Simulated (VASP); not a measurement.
# Al3Cu (P4/mmm) in VASP: a series of runs

The runs below take Al3Cu through single point, relaxation of volume and atoms at fixed shape, with PBEsol.

All numbers are computed with VASP 6.6.1; they aren't measurements. Logs are shortened: lines on timing, memory, paths and dates and some standing lists are left out, and cuts for length are marked.

## 1. The cell of the first run

The structure is tetragonal, space group P4/mmm (No. 123). Conventional cell: a = 2.790 Å, b = 2.790 Å, c = 7.545 Å, α = 90.00°, β = 90.00°, γ = 90.00°. Al (site symmetry 4/mmm) has 12 Al at 2.79 to 2.89 Å within 3.7 Å. Within 3.4 Å of Al (site symmetry 4mm) lie 4 Cu at 2.58 Å and 9 Al at 2.79 to 3.33 Å. Cu (site symmetry 4/mmm) has 8 Al at 2.58 Å and 4 Cu at 2.79 Å within 3.4 Å.

## 2. Single point, PBEsol

Contents of INCAR:

```
ALGO = Normal ; EDIFF = 1E-6
ENCUT = 520 ; GGA = PS
ISIF = 2 ; ISMEAR = 0
LASPH = T ; LCHARG = F
LREAL = F ; LWAVE = F
NBANDS = 18 ; NELM = 60
PREC = Accurate ; SIGMA = 0.05
```

Contents of KPOINTS:

```
k-points
0
Gamma
  16 16 6
```

Contents of POSCAR:

```
Al3Cu
1.0
    2.7899182067      0.0000000000      0.0000000000
    0.0000000000      2.7899182067      0.0000000000
    0.0000000000      0.0000000000      7.5445371802
Al Cu
3 1
Direct
    0.0000000000      0.0000000000      0.5000000000
    0.5000000000      0.5000000000      0.2206674549
    0.5000000000      0.5000000000      0.7793325451
    0.0000000000      0.0000000000      0.0000000000
```

Potentials or basis: VASP PAW PBE potentials, release 64 (Al, Cu).

Launch:

```console
cat potpaw_PBE.64/Al/POTCAR potpaw_PBE.64/Cu/POTCAR > POTCAR
mpirun -np 1 vasp_std > vasp.out
```

OUTCAR:

```text
EDIFF = 1E-6
   ENCUT = 520
   GGA = PS
   ISIF = 2
   ISMEAR = 0
   LASPH = T
   LREAL = F
   NELM = 60
   PREC = Accurate

 ion  position               nearest neighbor table
   1  0.000  0.000  0.500-   2 2.89   3 2.89   2 2.89   3 2.89   2 2.89   3 2.89   2 2.89   3 2.89

   2  0.500  0.500  0.221-   4 2.58   4 2.58   4 2.58   4 2.58   1 2.89   1 2.89   1 2.89   1 2.89
                             3 3.33
   3  0.500  0.500  0.779-   4 2.58   4 2.58   4 2.58   4 2.58   1 2.89   1 2.89   1 2.89   1 2.89
                             2 3.33
   4  0.000  0.000  0.000-   2 2.58   3 2.58   2 2.58   3 2.58   2 2.58   3 2.58   2 2.58   3 2.58

  LATTYP: Found a simple tetragonal cell.
 ALAT       =     2.7899182067
 C/A-ratio  =     2.7042144684

  Lattice vectors:

 A1 = (   2.7899182067,   0.0000000000,   0.0000000000)
 A2 = (   0.0000000000,   2.7899182067,   0.0000000000)
 A3 = (   0.0000000000,   0.0000000000,   7.5445371802)

Analysis of symmetry for initial positions (statically):
=====================================================================
 Subroutine PRICEL returns:
 Original cell was already a primitive cell.

 Routine SETGRP: Setting up the symmetry group for a
 simple tetragonal supercell.

 Subroutine GETGRP returns: Found 16 space group operations
 (whereof 16 operations were pure point group operations)
 out of a pool of 16 trial point group operations.

The static configuration has the point symmetry D_4h.

Analysis of symmetry for dynamics (positions and initial velocities):
=====================================================================
 Subroutine PRICEL returns:
 Original cell was already a primitive cell.

 Routine SETGRP: Setting up the symmetry group for a
 simple tetragonal supercell.

 Subroutine GETGRP returns: Found 16 space group operations
 (whereof 16 operations were pure point group operations)
 out of a pool of 16 trial point group operations.

The dynamic configuration has the point symmetry D_4h.

 Subroutine INISYM returns: Found 16 space group operations
 (whereof 16 operations are pure point group operations),
 and found     1 'primitive' translations

----------------------------------------------------------------------------------------

                                     Primitive cell

  volume of cell :      58.7240

  direct lattice vectors                    reciprocal lattice vectors
     2.789918207  0.000000000  0.000000000     0.358433447  0.000000000  0.000000000
     0.000000000  2.789918207  0.000000000     0.000000000  0.358433447  0.000000000
     0.000000000  0.000000000  7.544537180     0.000000000  0.000000000  0.132546235

  length of vectors
     2.789918207  2.789918207  7.544537180     0.358433447  0.358433447  0.132546235

  position of ions in fractional coordinates (direct lattice)
     0.000000000  0.000000000  0.500000000
     0.500000000  0.500000000  0.220667455
     0.500000000  0.500000000  0.779332545
     0.000000000  0.000000000  0.000000000

  ion indices of the primitive-cell ions
   primitive index   ion index
                 1           1
                 2           2
                 3           3
                 4           4

----------------------------------------------------------------------------------------

 KPOINTS: k-points

Automatic generation of k-mesh.
 Grid dimensions read from file:
 generate k-points for:   16   16    6

 Generating k-lattice:

  Cartesian coordinates                     Fractional coordinates (reciprocal lattice)
     0.022402090  0.000000000  0.000000000     0.062500000  0.000000000  0.000000000
     0.000000000  0.022402090  0.000000000     0.000000000  0.062500000  0.000000000
     0.000000000  0.000000000  0.022091039     0.000000000  0.000000000  0.166666667

  Length of vectors
     0.022402090  0.022402090  0.022091039

  Shift w.r.t. Gamma in fractional coordinates (k-lattice)
     0.000000000  0.000000000  0.000000000

 Subroutine IBZKPT returns following result:
 ===========================================

 Found    180 irreducible k-points:

 Following reciprocal coordinates:
            Coordinates               Weight
  0.000000  0.000000  0.000000      1.000000
  0.062500  0.000000  0.000000      4.000000
  0.125000  0.000000  0.000000      4.000000
  0.187500  0.000000  0.000000      4.000000
  0.250000  0.000000  0.000000      4.000000
  0.312500  0.000000  0.000000      4.000000
[... 16 lines left out ...]
  0.437500  0.125000  0.000000      8.000000
  0.500000  0.125000  0.000000      4.000000
 [... further k-points ...]
   k-points           NKPTS =    180   k-points in BZ     NKDIM =    180   number of bands    NBANDS=     18
   number of dos      NEDOS =    301   number of ions     NIONS =      4
   total plane-waves  NPLWV =  32256
   dimension x,y,z NGX =    24 NGY =   24 NGZ =   56
   dimension x,y,z NGXF=    48 NGYF=   48 NGZF=  112
   ions per type =               3   1
   NGX,Y,Z   is equivalent  to a cutoff of  14.30, 14.30, 12.34 a.u.
   NGXF,Y,Z  is equivalent  to a cutoff of  28.60, 28.60, 24.68 a.u.
 SYSTEM =  unknown system
   PREC   = accura    normal or accurate (medium, high low for compatibility)
   ISTART =      0    job   : 0-new  1-cont  2-samecut
   ICHARG =      2    charge: 1-file 2-atom 10-const
   ISPIN  =      1    spin polarized calculation?
   LNONCOLLINEAR =      F non collinear calculations
   LSORBIT =      F    spin-orbit coupling
   LASPH  =      T    aspherical Exc in radial PAW
   ENCUT  =  520.0 eV  38.22 Ry    6.18 a.u.   5.19  5.19 14.03*2*pi/ulx,y,z
   NELM   =     60;   NELMIN=  2; NELMDL= -5     # of ELM steps
   EDIFF  = 0.1E-05   stopping-criterion for ELM
   LREAL  =      F    real-space projection
   EDIFFG = 0.1E-04   stopping-criterion for IOM
   NSW    =      0    number of steps for IOM
   IBRION =     -1    ionic relax: 0-MD 1-quasi-New 2-CG
   NFREE  =      0    steps in history (QN), initial steepest desc. (CG)
   ISIF   =      2    stress and relaxation
   ISYM   =      2    0-nonsym 1-usesym 2-fastsym
   POTIM  = 0.5000    time-step for ionic-motion
   TEBEG  =    0.0;   TEEND  =   0.0 temperature during run
   PSTRESS=    0.0 pullay stress
   NELECT =      20.0000    total number of electrons
   NUPDOWN=      -1.0000    fix difference up-down
   EMIN   =  10.00;   EMAX   =-10.00  energy-range for DOS
   EFERMI =   0.00;   METHOD = LEGACY
   ISMEAR =     0;   SIGMA  =   0.05  broadening in eV -4-tet -1-fermi 0-gaus
   EFERMI_NEDOS =   21; number of points for ismear=-14 and -15
   IALGO  =     38    algorithm
   IMIX   =      4    mixing-type and parameters
     AMIX     =   0.40;   BMIX     =  1.00
     AMIX_MAG =   1.60;   BMIX_MAG =  1.00
  volume/ion in A,a.u.               =      14.68        99.07
  Fermi-wavevector in a.u.,A,eV,Ry     =   1.143263  2.160455 17.783512  1.307051
  Thomas-Fermi vector in A             =   2.279959
   LORBIT       =      0    0 simple, 1 ext, 2 COOP (PROOUT), +10 PAW based schemes
   GGA     = PS    functional components
   LHFCALC =     F    Hartree Fock is set to
   AEXX    =    0.0000 exact exchange contribution
   IVDW    =     0    specifies the selected vdW correction
   LEPSILON=     F    determine dielectric tensor
   LRPA    =     F    only Hartree local field effects (RPA)
 non-spin polarized calculation
 Gauss-broadening in eV      SIGMA  =   0.05
  energy-cutoff  :      520.00
  volume of cell :       58.72
 maximum number of plane-waves:      1612
 NGX is ok and might be reduce to    24
   NGX = 11   NGY = 11   NGZ = 29

 number of electron      20.0000012 magnetization

 Free energy of the ion-electron system (eV)
  ---------------------------------------------------
  ext. energy  EPLUGINS =         0.00000000
  ---------------------------------------------------
  free energy    TOTEN  =       -16.95399395 eV

  energy without entropy =      -16.95176546  energy(sigma->0) =      -16.95287971

 E-fermi :   8.4173     XC(G=0): -10.9444

 val. band max:        8.4101396932   @ k =   0.2500   0.2500   0.1667
 cond. band min:       8.4172902049   @ k =   0.4375   0.1875   0.3333
 fundamental gap:      0.0071505117
 Fermi energy:         8.4172866869

 k-point     1 :       0.0000    0.0000    0.0000
  band No.  band energies     occupation
      1      -2.8026      2.00000
      2      -0.3502      2.00000
      3      -0.0826      2.00000
      4       3.8652      2.00000
      5       3.9694      2.00000
      6       4.7325      2.00000
[... 10 lines left out ...]
     17      17.4316      0.00000
     18      17.4316      0.00000

 k-point     2 :       0.0625    0.0000    0.0000
  band No.  band energies     occupation
      1      -2.7275      2.00000
      2      -0.2826      2.00000
      3      -0.0075      2.00000
      4       3.8788      2.00000
      5       3.9901      2.00000
      6       4.6865      2.00000
[... 10 lines left out ...]
     17      17.5135      0.00000
     18      17.8895      0.00000

 k-point     3 :       0.1250    0.0000    0.0000
  band No.  band energies     occupation
      1      -2.5026      2.00000
      2      -0.0813      2.00000
      3       0.2171      2.00000
      4       3.9149      2.00000
      5       4.0499      2.00000
      6       4.5713      2.00000
[... 10 lines left out ...]
     17      17.7574      0.00000
     18      18.2888      0.00000

 k-point     4 :       0.1875    0.0000    0.0000
  band No.  band energies     occupation
      1      -2.1296      2.00000
      2       0.2500      2.00000
      3       0.5884      2.00000
      4       3.9623      2.00000
      5       4.1365      2.00000
      6       4.4285      2.00000
[... 10 lines left out ...]
     17      18.1583      0.00000
     18      18.1946      0.00000

 k-point     5 :       0.2500    0.0000    0.0000
  band No.  band energies     occupation
      1      -1.6111      2.00000
      2       0.7026      2.00000
      3       1.1008      2.00000
      4       4.0040      2.00000
      5       4.2222      2.00000
      6       4.2892      2.00000
[... 10 lines left out ...]
     17      18.0313      0.00000
     18      18.2717      0.00000

 k-point     6 :       0.3125    0.0000    0.0000
  band No.  band energies     occupation
      1      -0.9511      2.00000
      2       1.2585      2.00000
      3       1.7433      2.00000
      4       3.9881      2.00000
      5       4.1730      2.00000
      6       4.2666      2.00000
[... 10 lines left out ...]
     17      18.4131      0.00000
     18      18.8055      0.00000

 k-point     7 :       0.3750    0.0000    0.0000
  band No.  band energies     occupation
      1      -0.1563      2.00000
      2       1.8753      2.00000
      3       2.4895      2.00000
      4       3.6862      2.00000
      5       4.0949      2.00000
      6       4.2702      2.00000
[... 10 lines left out ...]
     17      19.0948      0.00000
     18      19.4563      0.00000

 k-point     8 :       0.4375    0.0000    0.0000
  band No.  band energies     occupation
      1       0.7612      2.00000
      2       2.4404      2.00000
      3       2.8220      2.00000
      4       3.3019      2.00000
      5       4.0702      2.00000
      6       4.2922      2.00000
[... 10 lines left out ...]
     17      19.8148      0.00000
     18      20.2242      0.00000
[... 229 lines left out ...]
     17      18.9352      0.00000
     18      19.7911      0.00000

 k-point    20 :       0.2500    0.1250    0.0000
  band No.  band energies     occupation
      1      -1.3169      2.00000
      2       0.9574      2.00000
      3       1.3880      2.00000
      4       4.0995      2.00000
      5       4.2643      2.00000
      6       4.3238      2.00000
[... 10 lines left out ...]
     17      17.4457      0.00000
     18      18.5893      0.00000

 k-point    21 :       0.3125    0.1250    0.0000
  band No.  band energies     occupation
      1      -0.6608      2.00000
      2       1.5003      2.00000
      3       2.0183      2.00000
      4       4.0773      2.00000
      5       4.2046      2.00000
      6       4.3118      2.00000
[... 10 lines left out ...]
     17      16.0994      0.00000
     18      17.4776      0.00000

 k-point    22 :       0.3750    0.1250    0.0000
  band No.  band energies     occupation
      1       0.1283      2.00000
      2       2.0932      2.00000
      3       2.7419      2.00000
      4       3.7830      2.00000
      5       4.1182      2.00000
      6       4.3545      2.00000
[... 10 lines left out ...]
     17      16.3174      0.00000
     18      17.4732      0.00000

 k-point    23 :       0.4375    0.1250    0.0000
  band No.  band energies     occupation
      1       1.0370      2.00000
      2       2.6178      2.00000
      3       3.0402      2.00000
      4       3.4749      2.00000
      5       4.0744      2.00000
      6       4.3169      2.00000
[... 10 lines left out ...]
     17      17.1067      0.00000
     18      17.1565      0.00000

 k-point    24 :       0.5000    0.1250    0.0000
  band No.  band energies     occupation
      1       1.9768      2.00000
      2       2.1005      2.00000
      3       2.8445      2.00000
      4       3.9750      2.00000
      5       4.0662      2.00000
      6       4.1074      2.00000
[... 10 lines left out ...]
     17      16.0642      0.00000
     18      18.0212      0.00000

 [... further k-points ...]

------------------------ aborting loop because EDIFF is reached ----------------------------------------

  FORCE on cell =-STRESS in cart. coord.  units (eV):
  Direction    XX          YY          ZZ          XY          YZ          ZX
  --------------------------------------------------------------------------------------
  -------------------------------------------------------------------------------------
  Total       -0.0186729     -0.0186729      0.3221351      0.0000000      0.0000000     -0.0000000
  in kB       -0.5094572     -0.5094572      8.7888721      0.0000000      0.0000000     -0.0000000
  external PRESSURE =       2.5899859 kB  Pullay stress =       0.0000000 kB

 VOLUME and BASIS-vectors are now :
 -----------------------------------------------------------------------------
  energy-cutoff  :      520.00
  volume of cell :       58.72
      direct lattice vectors                 reciprocal lattice vectors
     2.789918207  0.000000000  0.000000000     0.358433447  0.000000000  0.000000000
     0.000000000  2.789918207  0.000000000     0.000000000  0.358433447  0.000000000
     0.000000000  0.000000000  7.544537180     0.000000000  0.000000000  0.132546235

 POSITION                                       TOTAL-FORCE (eV/Angst)
 -----------------------------------------------------------------------------------
      0.00000      0.00000      3.77227         0.000000      0.000000      0.000000
      1.39496      1.39496      1.66483         0.000000     -0.000000      0.021871
      1.39496      1.39496      5.87970         0.000000      0.000000     -0.021871
      0.00000      0.00000      0.00000         0.000000      0.000000      0.000000
 -----------------------------------------------------------------------------------
    total drift:                                0.000000      0.000000     -0.000000

  FREE ENERGIE OF THE ION-ELECTRON SYSTEM (eV)
  ---------------------------------------------------
  free  energy   TOTEN  =       -16.9539939509 eV

  energy  without entropy=      -16.9517654640  energy(sigma->0) =      -16.95287971
```

It took 67 s on 1 thread of Intel Xeon 6975P-C (Granite Rapids), shared host; peak memory 0.3 GiB.

Results:

```yaml
Free_energy: -16.9540 eV
Pressure: 0.3 GPa
Largest_force: 0.022 eV/Å
Band_gap_on_the_k_mesh: zero (band 10 reaches 12.82 eV, above the bottom of band 11 at 6.47 eV)
```

Forces on the atoms (eV/Å):
```
Al   0.000  0.000  0.000
Al   0.000  0.000  0.022
Al   0.000  0.000 -0.022
Cu   0.000  0.000  0.000
```

Stress tensor (GPa, compression positive):
```
-0.05  0.00  0.00
 0.00 -0.05  0.00
 0.00  0.00  0.88
```

Caveat: the PAW data sets were made with another functional, which shifts forces and pressure a little.

(Continued in part 2 of 2.)
